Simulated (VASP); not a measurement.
# PtS2 (P-3m1) in VASP: relaxation of cell and atoms with PBEsol

Aim: the relaxation of cell and atoms of PtS2 with PBEsol.

All numbers are computed with VASP 6.6.1; they aren't measurements. Logs are shortened: lines on timing, memory, paths and dates and some standing lists are left out, and cuts for length are marked.

## (1) The cell of the first run

The structure is trigonal, space group P-3m1 (No. 164). The conventional cell has a = 3.543 Å, b = 3.543 Å, c = 5.039 Å, α = 90.00°, β = 90.00°, γ = 120.00°. Within 3.1 Å of Pt (site symmetry -3m) lie 6 S at 2.34 Å. S (site symmetry 3m) has 3 Pt at 2.34 Å and 3 S at 3.07 Å within 3.1 Å.

## (2) Relaxation of cell and atoms, PBEsol

INCAR reads:

```
PREC = Accurate
ENCUT = 570
EDIFF = 1E-7
ISMEAR = -1
SIGMA = 0.05
LREAL = False
LASPH = True
NELM = 120
ALGO = Normal
ISIF = 3
LWAVE = False
LCHARG = False
GGA = PS
IBRION = 2
NSW = 80
EDIFFG = -0.05
GGA_COMPAT = False
NELMIN = 4
```

KPOINTS reads:

```
regular mesh
0
Gamma
  9 9 6
```

POSCAR reads:

```
PtS2
1.0
    3.5432000000      0.0000000000      0.0000000000
   -1.7716000000      3.0685012107      0.0000000000
    0.0000000000      0.0000000000      5.0388000000
Pt S
1 2
Direct
    0.0000000000      0.0000000000      0.0000000000
    0.3333333333      0.6666666667      0.2270000000
    0.6666666667      0.3333333333      0.7730000000
```

Potentials or basis: VASP PAW PBE potentials, release 64 (Pt_sv_GW, S).

Command:

```
cat potpaw_PBE.64/Pt_sv_GW/POTCAR potpaw_PBE.64/S/POTCAR > POTCAR
mpirun -np 1 vasp_std > vasp.out
```

OUTCAR:

```text
PREC = Accurate
   ENCUT = 570
   EDIFF = 1E-7
   ISMEAR = -1
   LREAL = False
   LASPH = True
   NELM = 120
   ISIF = 3
   GGA = PS
   IBRION = 2
   NSW = 80
   EDIFFG = -0.05
   NELMIN = 4

 ion  position               nearest neighbor table
   1  0.000  0.000  0.000-   2 2.34   3 2.34   3 2.34   2 2.34   3 2.34   2 2.34
   2  0.333  0.667  0.227-   1 2.34   1 2.34   1 2.34
   3  0.667  0.333  0.773-   1 2.34   1 2.34   1 2.34

  LATTYP: Found a hexagonal cell.
 ALAT       =     3.5432000000
 C/A-ratio  =     1.4221043125

  Lattice vectors:

 A1 = (   3.5432000000,   0.0000000000,   0.0000000000)
 A2 = (  -1.7716000000,   3.0685012107,   0.0000000000)
 A3 = (   0.0000000000,   0.0000000000,   5.0388000000)

Analysis of symmetry for initial positions (statically):
=====================================================================
 Subroutine PRICEL returns:
 Original cell was already a primitive cell.

 Routine SETGRP: Setting up the symmetry group for a
 hexagonal supercell.

 Subroutine GETGRP returns: Found 12 space group operations
 (whereof 12 operations were pure point group operations)
 out of a pool of 24 trial point group operations.

The static configuration has the point symmetry D_3d.

Analysis of symmetry for dynamics (positions and initial velocities):
=====================================================================
 Subroutine PRICEL returns:
 Original cell was already a primitive cell.

 Routine SETGRP: Setting up the symmetry group for a
 hexagonal supercell.

 Subroutine GETGRP returns: Found 12 space group operations
 (whereof 12 operations were pure point group operations)
 out of a pool of 24 trial point group operations.

The dynamic configuration has the point symmetry D_3d.

 Subroutine INISYM returns: Found 12 space group operations
 (whereof 12 operations are pure point group operations),
 and found     1 'primitive' translations

----------------------------------------------------------------------------------------

                                     Primitive cell

  volume of cell :      54.7834

  direct lattice vectors                    reciprocal lattice vectors
[... 101 lines left out ...]
   NUPDOWN=      -1.0000    fix difference up-down
   EMIN   =  10.00;   EMAX   =-10.00  energy-range for DOS
   EFERMI =   0.00;   METHOD = LEGACY
   ISMEAR =    -1;   SIGMA  =   0.05  broadening in eV -4-tet -1-fermi 0-gaus
   EFERMI_NEDOS =   21; number of points for ismear=-14 and -15
   IALGO  =     38    algorithm
   IMIX   =      4    mixing-type and parameters
     AMIX     =   0.40;   BMIX     =  1.00
     AMIX_MAG =   1.60;   BMIX_MAG =  1.00
  volume/ion in A,a.u.               =      18.26       123.23
  Fermi-wavevector in a.u.,A,eV,Ry     =   1.339365  2.531033 24.407466  1.793898
  Thomas-Fermi vector in A             =   2.467762
   LORBIT       =      0    0 simple, 1 ext, 2 COOP (PROOUT), +10 PAW based schemes
   GGA     = PS    functional components
   LHFCALC =     F    Hartree Fock is set to
   AEXX    =    0.0000 exact exchange contribution
   IVDW    =     0    specifies the selected vdW correction
   LEPSILON=     F    determine dielectric tensor
   LRPA    =     F    only Hartree local field effects (RPA)
 conjugate gradient relaxation of ions
 non-spin polarized calculation
  energy-cutoff  :      570.00
  volume of cell :       54.78
 maximum number of plane-waves:      1708
   NGX = 13   NGY = 13   NGZ = 19

--------------------------------------- Ionic step        1  -------------------------------------------

 number of electron      29.9999999 magnetization

 Free energy of the ion-electron system (eV)
  ---------------------------------------------------
  ext. energy  EPLUGINS =         0.00000000
  ---------------------------------------------------
  free energy    TOTEN  =       -16.91392727 eV

  energy without entropy =      -16.91392061  energy(sigma->0) =      -16.91392394

------------------------ aborting loop because EDIFF is reached ----------------------------------------

  FORCE on cell =-STRESS in cart. coord.  units (eV):
  Direction    XX          YY          ZZ          XY          YZ          ZX
  --------------------------------------------------------------------------------------
  -------------------------------------------------------------------------------------
  Total        2.0340401      2.0340401      1.8206387      0.0000000      0.0000000      0.0000000
  in kB       59.4868541     59.4868541     53.2457898      0.0000000      0.0000000      0.0000000
  external PRESSURE =      57.4064994 kB  Pullay stress =       0.0000000 kB
[... 92 lines left out ...]
  FREE ENERGIE OF THE ION-ELECTRON SYSTEM (eV)
  ---------------------------------------------------
  free  energy   TOTEN  =       -16.9601582285 eV

  energy  without entropy=      -16.9601446990  energy(sigma->0) =      -16.96015146

[... ionic steps 4 to 17 ...]

--------------------------------------- Ionic step       18  -------------------------------------------

 number of electron      29.9999999 magnetization

------------------------ aborting loop because EDIFF is reached ----------------------------------------
[... 69 lines left out ...]
--------------------------------------- Ionic step       20  -------------------------------------------

 number of electron      29.9999998 magnetization

 Free energy of the ion-electron system (eV)
  ---------------------------------------------------
  ext. energy  EPLUGINS =         0.00000000
  ---------------------------------------------------
  free energy    TOTEN  =       -16.98692395 eV

  energy without entropy =      -16.98637993  energy(sigma->0) =      -16.98665194

 E-fermi :   7.6108     XC(G=0): -11.3438

 val. band max:        7.5503627615   @ k =   0.0000   0.0000   0.0000
 cond. band min:       7.8213352768   @ k =   0.3333   0.3333   0.0000
 fundamental gap:      0.2709725153
 Fermi energy:         7.6108283043

 k-point     1 :       0.0000    0.0000    0.0000
  band No.  band energies     occupation
      1     -92.5078      2.00000
      2     -46.6230      2.00000
      3     -46.6230      2.00000
      4     -46.4989      2.00000
      5      -8.3767      2.00000
      6      -4.9603      2.00000
[... 505 lines left out ...]
      6      -5.6202      2.00000
[... 11 lines left out ...]
     18      12.5277      0.00000
     19      14.2626      0.00000

 [... further k-points ...]
[... 5 lines left out ...]
  --------------------------------------------------------------------------------------
  -------------------------------------------------------------------------------------
  Total        0.0206679      0.0206679      0.0964130     -0.0000000      0.0000000      0.0000000
  in kB        0.6340026      0.6340026      2.9575434     -0.0000000      0.0000000      0.0000000
  external PRESSURE =       1.4085162 kB  Pullay stress =       0.0000000 kB
[... 18 lines left out ...]
  FREE ENERGIE OF THE ION-ELECTRON SYSTEM (eV)
  ---------------------------------------------------
  free  energy   TOTEN  =       -16.9869239534 eV

  energy  without entropy=      -16.9863799257  energy(sigma->0) =      -16.98665194

 reached required accuracy - stopping structural energy minimisation
```

Wall time 7.6 min (1 thread of Intel Xeon 6975P-C (Granite Rapids), shared host); peak memory 0.25 GiB.

What came out:

- Free energy: -16.9869 eV
- Relaxed volume: 17.41 Å³/atom
- Relaxed cell: a = 3.569 Å, b = 3.569 Å, c = 4.736 Å, α = 90.00°, β = 90.00°, γ = 120.00°
- Space group after relaxing (to 0.1 Å): P-3m1 (No. 164)
- Energy gained by relaxing: 24.3 meV/atom
- Ionic steps: 20
- Pressure after relaxing: 0.1 GPa
- Largest force after relaxing: 0.039 eV/Å
- Band gap on the k mesh: 0.27 eV (least direct gap 1.01 eV)

Forces on the atoms (eV/Å):
```
Pt   0.000  0.000  0.000
S    0.000  0.000  0.039
S    0.000  0.000 -0.039
```

Stress tensor (GPa, compression positive):
```
0.06 0.00 0.00
0.00 0.06 0.00
0.00 0.00 0.30
```

Step by step:
```csv
step,energy change (eV),largest force (eV/Å),pressure (GPa),volume (Å³)
1,0.0000,0.9376,5.74,54.78
2,0.0977,0.8004,-9.91,60.14
3,-0.0462,0.2375,-0.80,56.62
4,-0.0463,0.2530,-0.69,56.58
5,-0.0546,0.1584,-0.43,56.24
6,-0.0582,0.0422,-0.16,55.83
7,-0.0594,0.0504,-0.10,55.63
8,-0.0628,0.0769,0.20,55.03
9,-0.0676,0.1339,0.85,53.82
10,-0.0659,0.2608,2.59,51.39
11,-0.0686,0.2046,1.66,52.68
12,-0.0689,0.1989,1.61,52.66
13,-0.0697,0.1817,1.46,52.60
14,-0.0711,0.1479,1.12,52.46
15,-0.0726,0.0828,0.54,52.19
16,-0.0710,0.0418,-0.58,51.64
17,-0.0728,0.0534,0.30,52.05
18,-0.0728,0.0564,0.30,52.06
19,-0.0728,0.0522,0.25,52.10
20,-0.0730,0.0394,0.14,52.23
```

Final structure:
```
Pt S
1.0
     3.56869    0.00000    0.00000
    -1.78434    3.09058    0.00000
     0.00000    0.00000    4.73551
Pt S
1 2
Cartesian
  0.0000 0.0000 0.0000
  0.0000 2.0604 1.1934
  1.7843 1.0302 3.5421
```

Levels at points of the mesh, in eV from the valence-band top:
| k point | band 13 | band 14 | band 15 | band 16 | band 17 | band 18 |
| --- | --- | --- | --- | --- | --- | --- |
| (0.00, 0.00, 0.00) | -1.53 | -1.53 | 0.00 | 1.42 | 1.42 | 3.69 |
| (0.00, 0.00, 0.50) | -1.97 | -1.97 | -1.43 | 2.37 | 2.37 | 5.18 |

Caveat: the PAW data sets were made with another functional, which shifts forces and pressure a little; spin-orbit coupling is left out, which moves the levels of the heavy elements; the relaxation stopped at a loose force limit of 0.05 eV/Å, so its end isn't a converged minimum.
